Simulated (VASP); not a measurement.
# NaH in VASP: further runs, part 2 of 2

VASP 6.6.1. The steps go on from the part before.

### Step 3. Single point, HSE06 (strain +5.0%)

The input, POSCAR:

```
NaH
1.0
    0.0000000000      2.5173879016      2.5173879016
    2.5173879016      0.0000000000      2.5173879016
    2.5173879016      2.5173879016      0.0000000000
Na H
1 1
Direct
    0.0000000000      0.0000000000      0.0000000000
    0.5000000000      0.5000000000      0.5000000000
```

The input, INCAR.step1:

```
PREC = Accurate ; ENCUT = 520
EDIFF = 1E-5 ; ISMEAR = 0
SIGMA = 0.01 ; LREAL = F
LASPH = T ; NELM = 80
ALGO = Normal ; ISIF = 2
LWAVE = T ; GGA = PE
NBANDS = 11
```

The input, INCAR.step2:

```
PREC = Accurate ; ENCUT = 520
EDIFF = 1E-7 ; ISMEAR = 0
SIGMA = 0.01 ; LREAL = F
LASPH = T ; NELM = 80
ALGO = Normal ; ISIF = 2
LWAVE = F ; LCHARG = T
GGA = PE ; LHFCALC = T
HFSCREEN = 0.2079 ; PRECFOCK = Normal
LELF = T ; LVHAR = T
ISTART = 1 ; NBANDS = 11
```

The input, KPOINTS:

```
Automatic mesh
0
Gamma
  6 6 6
```

Potentials or basis: VASP PAW PBE potentials, release 64 (Na_pv, H).

On the command line:

```sh
$ cat potpaw_PBE.64/Na_pv/POTCAR potpaw_PBE.64/H/POTCAR > POTCAR
$ cp INCAR.step1 INCAR
$ mpirun -np 1 vasp_std > vasp.out
$ cp INCAR.step2 INCAR
$ mpirun -np 1 vasp_std > vasp.out
```

OUTCAR:

```text
PREC = Accurate
   ENCUT = 520
   EDIFF = 1E-7
   ISMEAR = 0
   LREAL = F
   LASPH = T
   NELM = 80
   ISIF = 2
   GGA = PE
   LHFCALC = T
   HFSCREEN = 0.2079
   PRECFOCK = Normal
   ISTART = 1

 ion  position               nearest neighbor table
   1  0.000  0.000  0.000-
   2  0.500  0.500  0.500-

  LATTYP: Found a face centered cubic cell.
 ALAT       =     5.0347758032

  Lattice vectors:

 A1 = (   0.0000000000,   2.5173879016,   2.5173879016)
 A2 = (   2.5173879016,   0.0000000000,   2.5173879016)
 A3 = (   2.5173879016,   2.5173879016,   0.0000000000)

Analysis of symmetry for initial positions (statically):
=====================================================================
 Subroutine PRICEL returns:
 Original cell was already a primitive cell.

 Routine SETGRP: Setting up the symmetry group for a
 face centered cubic supercell.

 Subroutine GETGRP returns: Found 48 space group operations
 (whereof 48 operations were pure point group operations)
 out of a pool of 48 trial point group operations.

The static configuration has the point symmetry O_h .

Analysis of symmetry for dynamics (positions and initial velocities):
=====================================================================
 Subroutine PRICEL returns:
 Original cell was already a primitive cell.

 Routine SETGRP: Setting up the symmetry group for a
 face centered cubic supercell.

 Subroutine GETGRP returns: Found 48 space group operations
 (whereof 48 operations were pure point group operations)
 out of a pool of 48 trial point group operations.

The dynamic configuration has the point symmetry O_h .

 Subroutine INISYM returns: Found 48 space group operations
 (whereof 48 operations are pure point group operations),
 and found     1 'primitive' translations

----------------------------------------------------------------------------------------

                                     Primitive cell

  volume of cell :      31.9066

  direct lattice vectors                    reciprocal lattice vectors
     0.000000000  2.517387902  2.517387902    -0.198618576  0.198618576  0.198618576
     2.517387902  0.000000000  2.517387902     0.198618576 -0.198618576  0.198618576
     2.517387902  2.517387902  0.000000000     0.198618576  0.198618576 -0.198618576

  length of vectors
     3.560124112  3.560124112  3.560124112     0.344017465  0.344017465  0.344017465

  position of ions in fractional coordinates (direct lattice)
     0.000000000  0.000000000  0.000000000
     0.500000000  0.500000000  0.500000000

  ion indices of the primitive-cell ions
   primitive index   ion index
                 1           1
                 2           2

----------------------------------------------------------------------------------------

 KPOINTS: Automatic mesh

Automatic generation of k-mesh.
 Grid dimensions read from file:
 generate k-points for:    6    6    6

[... 37 lines left out ...]
   number of dos      NEDOS =    301   number of ions     NIONS =      2
   total plane-waves  NPLWV =  21952
   dimension x,y,z NGX =    28 NGY =   28 NGZ =   28
   dimension x,y,z NGXF=    56 NGYF=   56 NGZF=   56
   ions per type =               1   1
   NGX,Y,Z   is equivalent  to a cutoff of  13.08, 13.08, 13.08 a.u.
   NGXF,Y,Z  is equivalent  to a cutoff of  26.15, 26.15, 26.15 a.u.
 SYSTEM =  unknown system
   PREC   = accura    normal or accurate (medium, high low for compatibility)
   ISTART =      1    job   : 0-new  1-cont  2-samecut
   ICHARG =      0    charge: 1-file 2-atom 10-const
   ISPIN  =      1    spin polarized calculation?
   LNONCOLLINEAR =      F non collinear calculations
   LSORBIT =      F    spin-orbit coupling
   LASPH  =      T    aspherical Exc in radial PAW
   ENCUT  =  520.0 eV  38.22 Ry    6.18 a.u.   6.62  6.62  6.62*2*pi/ulx,y,z
   NELM   =     80;   NELMIN=  2; NELMDL=  0     # of ELM steps
   EDIFF  = 0.1E-06   stopping-criterion for ELM
   LREAL  =      F    real-space projection
   EDIFFG = 0.1E-05   stopping-criterion for IOM
   NSW    =      0    number of steps for IOM
   IBRION =     -1    ionic relax: 0-MD 1-quasi-New 2-CG
   NFREE  =      0    steps in history (QN), initial steepest desc. (CG)
   ISIF   =      2    stress and relaxation
   ISYM   =      3    0-nonsym 1-usesym 2-fastsym
   POTIM  = 0.5000    time-step for ionic-motion
   TEBEG  =    0.0;   TEEND  =   0.0 temperature during run
   PSTRESS=    0.0 pullay stress
   NELECT =       8.0000    total number of electrons
   NUPDOWN=      -1.0000    fix difference up-down
   EMIN   =  10.00;   EMAX   =-10.00  energy-range for DOS
   EFERMI =   0.00;   METHOD = LEGACY
   ISMEAR =     0;   SIGMA  =   0.01  broadening in eV -4-tet -1-fermi 0-gaus
   EFERMI_NEDOS =   21; number of points for ismear=-14 and -15
   IALGO  =     38    algorithm
   IMIX   =      1    mixing-type and parameters
     AMIX     =   0.40;   BMIX     =  1.00
     AMIX_MAG =   1.60;   BMIX_MAG =  1.00
  volume/ion in A,a.u.               =      15.95       107.66
  Fermi-wavevector in a.u.,A,eV,Ry     =   1.032313  1.950789 14.499320  1.065670
  Thomas-Fermi vector in A             =   2.166504
   LORBIT       =      0    0 simple, 1 ext, 2 COOP (PROOUT), +10 PAW based schemes
   GGA     = PE    functional components
   LHFCALC =     T    Hartree Fock is set to
   PRECFOCK=normal    Normal, Fast or Accurate (Low or Medium for compatibility)
   ENCUT4O =  -1.0   cutoff for four orbital integrals eV
   NKREDX  =     1    reduce k-point grid by
   NKREDY  =     1    reduce k-point grid by
   NKREDZ  =     1    reduce k-point grid by
   AEXX    =    0.2500 exact exchange contribution
   HFSCREEN=    0.2079 screening length (either q_TF or 0.3 A-1)
   HFSCREENC=   0.2079 screening length for correlation (either q_TF or 0.3 A-1)
   ENCUTFOCK=  -1.0 apply spherical cutoff to Coloumb kernel
   IVDW    =     0    specifies the selected vdW correction
   LEPSILON=     F    determine dielectric tensor
   LRPA    =     F    only Hartree local field effects (RPA)
 non-spin polarized calculation
 Gauss-broadening in eV      SIGMA  =   0.01
  energy-cutoff  :      520.00
  volume of cell :       31.91
 maximum number of plane-waves:       881
 NGX is ok and might be reduce to    28
  NGX = 20; NGY = 20; NGZ = 20

 number of electron       7.9999993 magnetization

 Free energy of the ion-electron system (eV)
  ---------------------------------------------------
  ext. energy  EPLUGINS =         0.00000000
  ---------------------------------------------------
  free energy    TOTEN  =        -5.72691571 eV

  energy without entropy =       -5.72691571  energy(sigma->0) =       -5.72691571

 E-fermi :  -2.0848     XC(G=0):  -6.1995

 val. band max:       -2.2252093944   @ k =  -0.3333   0.5000   0.1667
 cond. band min:       2.3745198009   @ k =   0.5000   0.0000   0.0000
 fundamental gap:      4.5997291953
 Fermi energy:        -2.0847919833

 k-point     1 :       0.0000    0.0000    0.0000
  band No.  band energies     occupation
      1     -26.8392      2.00000
      2     -26.8392      2.00000
      3     -26.8392      2.00000
      4      -5.7680      2.00000
      5       8.6703      0.00000
      6      13.8346      0.00000
      7      13.8346      0.00000
      8      13.8346      0.00000
      9      14.5591      0.00000
     10      14.5591      0.00000
     11      14.5591      0.00000
[... 197 lines left out ...]
 k-point    16 :      -0.3333    0.5000    0.1667
  band No.  band energies     occupation
      1     -26.8810      2.00000
      2     -26.8658      2.00000
      3     -26.8595      2.00000
      4      -2.2252      2.00000
      5       3.8205      0.00000
      6       5.6665      0.00000
      7       7.0282      0.00000
      8      13.0601      0.00000
      9      13.1505      0.00000
     10      18.5873      0.00000
     11      18.7788      0.00000

------------------------ aborting loop because EDIFF is reached ----------------------------------------

  FORCE on cell =-STRESS in cart. coord.  units (eV):
  Direction    XX          YY          ZZ          XY          YZ          ZX
  --------------------------------------------------------------------------------------
  -------------------------------------------------------------------------------------
  Total       -0.5190484     -0.5190484     -0.5190484      0.0000000      0.0000000      0.0000000
  in kB      -26.0638160    -26.0638160    -26.0638160      0.0000000      0.0000000      0.0000000
  external PRESSURE =     -26.0638160 kB  Pullay stress =       0.0000000 kB

 VOLUME and BASIS-vectors are now :
 -----------------------------------------------------------------------------
  energy-cutoff  :      520.00
  volume of cell :       31.91
      direct lattice vectors                 reciprocal lattice vectors
     0.000000000  2.517387902  2.517387902    -0.198618576  0.198618576  0.198618576
     2.517387902  0.000000000  2.517387902     0.198618576 -0.198618576  0.198618576
     2.517387902  2.517387902  0.000000000     0.198618576  0.198618576 -0.198618576

 POSITION                                       TOTAL-FORCE (eV/Angst)
 -----------------------------------------------------------------------------------
      0.00000      0.00000      0.00000         0.000000      0.000000      0.000000
      2.51739      2.51739      2.51739        -0.000000      0.000000     -0.000000
 -----------------------------------------------------------------------------------
    total drift:                                0.000000      0.000000      0.000000

  FREE ENERGIE OF THE ION-ELECTRON SYSTEM (eV)
  ---------------------------------------------------
  free  energy   TOTEN  =        -5.7269157054 eV

  energy  without entropy=       -5.7269157054  energy(sigma->0) =       -5.72691571
```

OUTCAR.step1:

```text
PREC = Accurate
   ENCUT = 520
   EDIFF = 1E-5
   ISMEAR = 0
   LREAL = F
   LASPH = T
[... 434 lines left out ...]
 -----------------------------------------------------------------------------------
      0.00000      0.00000      0.00000         0.000000      0.000000      0.000000
      2.51739      2.51739      2.51739         0.000000     -0.000000     -0.000000
 -----------------------------------------------------------------------------------
    total drift:                               -0.000000     -0.000000     -0.000000

  FREE ENERGIE OF THE ION-ELECTRON SYSTEM (eV)
  ---------------------------------------------------
  free  energy   TOTEN  =        -5.0592809521 eV

  energy  without entropy=       -5.0592809521  energy(sigma->0) =       -5.05928095
```

It took 8.3 min on 1 thread of Intel Xeon Platinum 8259CL at 2.50GHz (Skylake/Cascade Lake), shared host; peak memory 0.26 GiB.

Results:

```
Free energy            : -5.7269 eV
Pressure               : -2.6 GPa
Band gap on the k mesh : 4.60 eV (least direct gap 5.44 eV)
```

Levels at points of the mesh, in eV from the valence-band top:
```csv
k point,band 1,band 2,band 3,band 4,band 5,band 6,band 7,band 8
"(0.00, 0.00, 0.00)",-24.61,-24.61,-24.61,-3.54,10.90,16.06,16.06,16.06
"(0.50, 0.00, 0.00)",-24.67,-24.62,-24.62,-0.84,4.60,11.32,14.01,14.01
"(0.50, 0.50, 0.00)",-24.66,-24.63,-24.63,-0.12,5.43,10.77,11.22,11.22
```

Caveat: the cell differs from its parent crystal (strain +5.0%); the structure was generated, so it needn't be the stable form of NaH; the PAW data sets were made with another functional, which shifts forces and pressure a little. A k mesh can miss the band edges.

### Step 4. Single point, HSE06 (uniaxial x strain +2.5%)

The input, POSCAR:

```
NaH
1.0
    0.0000000000      2.3975122873      2.3975122873
    2.4574500944      0.0000000000      2.3975122873
    2.4574500944      2.3975122873      0.0000000000
Na H
1 1
Direct
    0.0000000000      0.0000000000      0.0000000000
    0.5000000000      0.5000000000      0.5000000000
```

The input, INCAR.step1:

```
SYSTEM = NaH
PREC     = Accurate       ! precision mode
ENCUT    = 520            ! plane-wave cutoff, eV
EDIFF    = 1E-5           ! SCF threshold, eV
ISMEAR   = 0              ! smearing method
SIGMA    = 0.01           ! smearing width, eV
LREAL    = .False.        ! projectors in reciprocal space
LASPH    = .True.         ! aspherical terms in the spheres
NELM     = 60             ! most SCF steps
ALGO     = Normal         ! electronic algorithm
ISIF     = 2              ! what is computed and relaxed
LWAVE    = .True.         ! write WAVECAR
LCHARG   = .False.        ! write CHGCAR
NBANDS   = 11             ! bands
GGA      = PE             ! functional
```

The input, INCAR.step2:

```
SYSTEM = NaH
PREC     = Accurate       ! precision mode
ENCUT    = 520            ! plane-wave cutoff, eV
EDIFF    = 1E-6           ! SCF threshold, eV
ISMEAR   = 0              ! smearing method
SIGMA    = 0.01           ! smearing width, eV
LREAL    = .False.        ! projectors in reciprocal space
LASPH    = .True.         ! aspherical terms in the spheres
NELM     = 60             ! most SCF steps
ALGO     = Normal         ! electronic algorithm
ISIF     = 2              ! what is computed and relaxed
LWAVE    = .False.        ! write WAVECAR
LCHARG   = .False.        ! write CHGCAR
GGA      = PE             ! functional
LHFCALC  = .True.         ! exact exchange
HFSCREEN = 0.2079         ! screening, 1/A
PRECFOCK = Normal       
NBANDS   = 11             ! bands
ISTART   = 1
```

The input, KPOINTS:

```
Automatic mesh
0
Gamma
  6 6 6
  0 0 0
```

On the command line:

```sh
$ cat potpaw_PBE.64/Na_pv/POTCAR potpaw_PBE.64/H/POTCAR > POTCAR
$ cp INCAR.step1 INCAR
$ mpirun -np 1 vasp_std > vasp.out
$ cp INCAR.step2 INCAR
$ mpirun -np 1 vasp_std > vasp.out
```

It took 12 min on 1 thread of Intel Xeon Platinum 8259CL at 2.50GHz (Skylake/Cascade Lake), shared host; peak memory 0.26 GiB.

Results (log left out):

```
Free energy            : -5.7614 eV
Pressure               : -0.4 GPa
Band gap on the k mesh : 4.81 eV (least direct gap 5.73 eV)
```

Stress tensor (GPa, compression positive):
```
-0.91  0.00  0.00
 0.00 -0.14  0.00
 0.00  0.00 -0.14
```

Levels at points of the mesh, in eV from the valence-band top:
```csv
k point,band 2,band 3,band 4,band 5,band 6,band 7
"(0.00, 0.00, 0.00)",-24.38,-24.38,-3.93,11.96,16.92,17.04
"(0.50, 0.00, 0.00)",-24.40,-24.39,-0.93,4.81,12.15,14.60
"(0.50, 0.50, 0.00)",-24.41,-24.41,-0.12,5.78,11.18,11.87
"(0.00, 0.50, 0.50)",-24.41,-24.41,-0.26,5.48,11.43,12.20
```

Caveat: the cell differs from its parent crystal (uniaxial x strain +2.5%); the structure was generated, so it needn't be the stable form of NaH; the PAW data sets were made with another functional, which shifts forces and pressure a little. A k mesh can miss the band edges.

### Step 5. Overview

```csv
cell,gap on the mesh (eV),pressure (GPa)
"a = 3.391 Å, angles 60.0°, 2 atoms",4.89,0.2
"a = 3.560 Å, angles 60.0°, 2 atoms",4.60,-2.6
"a = 3.391, b = 3.433, c = 3.433 Å, angles 59.2, 60.4, 60.4°, 2 atoms",4.81,-0.4
```

Alike in all rows: task single point; level HSE06; potentials or basis VASP PAW PBE potentials, release 64 (Na_pv, H); no spin polarisation; k mesh 6 × 6 × 6; cutoff (eV) 520; smearing gaussian 0.01 eV.

Caveats: the structure was generated, so it needn't be the stable form of NaH; the PAW data sets were made with another functional, which shifts forces and pressure a little.

Absolute energies hang on the potentials; compare differences alone.
